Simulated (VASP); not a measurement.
# Na2H5 in VASP: further runs, part 2 of 2

VASP 6.6.1. The steps go on from the part before.

## 4. Relaxation of cell and atoms, PBE

INCAR

```
SYSTEM = Na2H5
PREC = Accurate
ENCUT = 600
EDIFF = 1E-7
ISMEAR = 0
SIGMA = 0.1
LREAL = .False.
LASPH = .True.
NELM = 60
ALGO = Fast
ISIF = 3
LWAVE = .False.
LCHARG = .False.
GGA = PE
IBRION = 2
NSW = 100
EDIFFG = -0.01
```

KPOINTS

```
regular mesh
0
Gamma
  10 10 10
  0 0 0
```

POSCAR

```
Na2H5
1.0
   -2.7613858345      2.7613858345      3.3749034311
    2.7613858345     -2.7613858345      3.3749034311
    2.7613858345      2.7613858345     -3.3749034311
Na H
2 5
Direct
    0.7500000000      0.2500000000      0.5000000000
    0.2500000000      0.7500000000      0.5000000000
    0.7747470204      0.0000000000      0.7747470204
    0.2252529796      0.0000000000      0.2252529796
    0.0000000000      0.2252529796      0.2252529796
    0.0000000000      0.7747470204      0.7747470204
    0.0000000000      0.0000000000      0.0000000000
```

Potentials or basis: VASP PAW PBE potentials, release 64 (Na_pv, H).

Command:

```sh
cat potpaw_PBE.64/Na_pv/POTCAR potpaw_PBE.64/H/POTCAR > POTCAR
mpirun -np 1 vasp_std > vasp.out
```

OUTCAR:

```text
SYSTEM = Na2H5
   PREC = Accurate
   ENCUT = 600
   EDIFF = 1E-7
   ISMEAR = 0
   LREAL = .False.
   LASPH = .True.
   NELM = 60
   ISIF = 3
   GGA = PE
   IBRION = 2
   NSW = 100
   EDIFFG = -0.01

 ion  position               nearest neighbor table
   1  0.750  0.250  0.500-
   2  0.250  0.750  0.500-
   3  0.775  0.000  0.775-
   4  0.225  0.000  0.225-
   5  0.000  0.225  0.225-
   6  0.000  0.775  0.775-
   7  0.000  0.000  0.000-

  LATTYP: Found a body centered tetragonal cell.
 ALAT       =     5.5227716690
 C/A-ratio  =     1.2221774259

  Lattice vectors:

 A1 = (  -2.7613858345,   2.7613858345,   3.3749034311)
 A2 = (   2.7613858345,  -2.7613858345,   3.3749034311)
 A3 = (   2.7613858345,   2.7613858345,  -3.3749034311)

Analysis of symmetry for initial positions (statically):
=====================================================================
 Subroutine PRICEL returns:
 Original cell was already a primitive cell.

 Routine SETGRP: Setting up the symmetry group for a
 body centered tetragonal supercell.

 Subroutine GETGRP returns: Found 16 space group operations
 (whereof 16 operations were pure point group operations)
 out of a pool of 16 trial point group operations.

[... 381 lines left out ...]

 number of electron      19.0000010 magnetization

 Free energy of the ion-electron system (eV)
  ---------------------------------------------------
  ext. energy  EPLUGINS =         0.00000000
  ---------------------------------------------------
  free energy    TOTEN  =       -15.72464941 eV

  energy without entropy =      -15.71506471  energy(sigma->0) =      -15.71985706

 E-fermi :   0.1737     XC(G=0):  -6.4017

 val. band max:        0.1631724871   @ k =  -0.4000   0.1000   0.0000
 cond. band min:       0.1744055583   @ k =   0.0000   0.0000   0.0000
 fundamental gap:      0.0112330713
 Fermi energy:         0.1736876481

 k-point     1 :       0.0000    0.0000    0.0000
  band No.  band energies     occupation
      1     -24.6520      2.00000
      2     -24.6520      2.00000
      3     -24.6509      2.00000
      4     -24.6509      2.00000
      5     -24.6089      2.00000
      6     -24.5455      2.00000
      7      -9.1114      2.00000
      8      -2.4037      2.00000
      9      -2.4037      2.00000
     10      -0.3954      2.00000
     11       0.1744      0.99190
     12       4.9556      0.00000
     13       5.2464      0.00000
[... 354 lines left out ...]
  band No.  band energies     occupation
      1     -24.6597      2.00000
      2     -24.6527      2.00000
      3     -24.6506      2.00000
      4     -24.6445      2.00000
      5     -24.5973      2.00000
      6     -24.5582      2.00000
      7      -8.8171      2.00000
      8      -3.6324      2.00000
      9      -3.1206      2.00000
     10       0.9677      0.00000
     11       1.4215      0.00000
     12       2.5593      0.00000
     13       4.0816      0.00000

 [... further k-points ...]

------------------------ aborting loop because EDIFF is reached ----------------------------------------

  FORCE on cell =-STRESS in cart. coord.  units (eV):
  Direction    XX          YY          ZZ          XY          YZ          ZX
  --------------------------------------------------------------------------------------
  -------------------------------------------------------------------------------------
  Total       -0.0236698     -0.0236698     -0.0054995      0.0000000      0.0000000      0.0000000
  in kB       -0.3663115     -0.3663115     -0.0851099      0.0000000      0.0000000      0.0000000
  external PRESSURE =      -0.2725777 kB  Pullay stress =       0.0000000 kB
[... 22 lines left out ...]
  FREE ENERGIE OF THE ION-ELECTRON SYSTEM (eV)
  ---------------------------------------------------
  free  energy   TOTEN  =       -15.7246494136 eV

  energy  without entropy=      -15.7150647149  energy(sigma->0) =      -15.71985706

 reached required accuracy - stopping structural energy minimisation
```

OSZICAR:

```text
N       E                     dE             d eps       ncg     rms          rms(c)
DAV:   1     0.113950897789E+03    0.11395E+03   -0.95983E+03  2652   0.142E+03
DAV:   2    -0.830703115242E+01   -0.12226E+03   -0.12044E+03  2812   0.337E+02
DAV:   3    -0.168060824669E+02   -0.84991E+01   -0.83538E+01  3252   0.978E+01
[... 120 lines left out ...]
RMM:   3    -0.157246477593E+02    0.10537E-04   -0.42103E-05  2723   0.802E-02    0.314E-03
RMM:   4    -0.157246487223E+02   -0.96294E-06   -0.61069E-06  2865   0.277E-02    0.130E-03
RMM:   5    -0.157246492501E+02   -0.52788E-06   -0.14626E-06  2660   0.140E-02    0.491E-04
RMM:   6    -0.157246493721E+02   -0.12199E-06   -0.33709E-07  2064   0.655E-03    0.446E-04
RMM:   7    -0.157246494136E+02   -0.41473E-07   -0.19972E-07  1814   0.397E-03
  12 F= -.15724649E+02 E0= -.15719857E+02  d E =-.114111E-03
```

Wall time 26 min (1 thread of Oxide Virtual Turin-like, shared host); peak memory 0.33 GiB.

What came out:

| Quantity | Value |
| --- | --- |
| Free energy | -15.7246 eV |
| Relaxed volume | 14.79 Å³/atom |
| Relaxed cell | a = 5.158 Å, b = 5.158 Å, c = 5.158 Å, α = 114.43°, β = 114.43°, γ = 99.95° |
| Space group after relaxing (to 0.1 Å) | I4/mmm (No. 139) |
| Energy gained by relaxing | 0.6 meV/atom |
| Ionic steps | 12 |
| Pressure after relaxing | 0.0 GPa |
| Largest force after relaxing | 0.006 eV/Å |
| Band gap on the k mesh | zero (an odd number of electrons rules out a gap without spin polarisation) |

Forces on the atoms (eV/Å):
```
Na   0.000  0.000  0.000
Na   0.000  0.000  0.000
H    0.000  0.006  0.000
H    0.000 -0.006  0.000
H   -0.006  0.000  0.000
H    0.006  0.000  0.000
H    0.000  0.000  0.000
```

The path:
```tsv
step	energy change (eV)	largest force (eV/Å)	pressure (GPa)	volume (Å³)
1	0.0000	0.0180	-0.07	102.94
2	-0.0006	0.0180	-0.04	102.84
3	-0.0021	0.0179	0.03	102.55
4	-0.0027	0.0183	0.20	101.95
5	-0.0028	0.0181	0.14	102.13
6	-0.0034	0.0162	0.09	102.52
7	-0.0038	0.0134	0.01	103.15
8	-0.0035	0.0083	-0.15	104.41
9	-0.0039	0.0119	-0.02	103.49
10	-0.0039	0.0113	-0.04	103.65
11	-0.0039	0.0115	-0.03	103.59
12	-0.0040	0.0063	-0.03	103.53
```

Final structure:
```
CELL_PARAMETERS angstrom
-2.79314 2.79314 3.31748
2.79314 -2.79314 3.31748
2.79314 2.79314 -3.31748
ATOMIC_POSITIONS crystal
Na 0.75000 0.25000 0.50000
Na 0.25000 0.75000 0.50000
H 0.77844 0.00000 0.77844
H 0.22156 0.00000 0.22156
H 0.00000 0.22156 0.22156
H 0.00000 0.77844 0.77844
H 0.00000 0.00000 0.00000
```

Caveat: an odd number of electrons without spin polarisation forces a metal; a magnetic or distorted state may lie lower.

## 5. The runs side by side

```tsv
task	cell	k mesh	cutoff (eV)	gap on the mesh (eV)	pressure (GPa)	largest force (eV/Å)
single point	a = 5.161 Å, angles 115.3, 115.3, 98.3°, 7 atoms, atomic positions A	4 × 4 × 4	520	none	-0.2	0.02
single point	a = 5.155 Å, angles 114.4, 114.4, 99.9°, 7 atoms, atomic positions B	10 × 10 × 10	520	none	0.0	-
relaxation of cell and atoms	relaxed from a = 5.161 Å, angles 115.3, 115.3, 98.3°, 7 atoms, atomic positions C	10 × 10 × 10	600	none	0.0	0.01
```

Alike in all rows: level PBE; potentials or basis VASP PAW PBE potentials, release 64 (Na_pv, H); no spin polarisation; smearing gaussian 0.1 eV.

Caveats: some runs use coarse meshes; an odd number of electrons without spin polarisation forces a metal; a magnetic or distorted state may lie lower.

Absolute energies hang on the potentials; compare differences alone.

The gap in the log of VASP goes by the Fermi energy; the results here count the filled bands.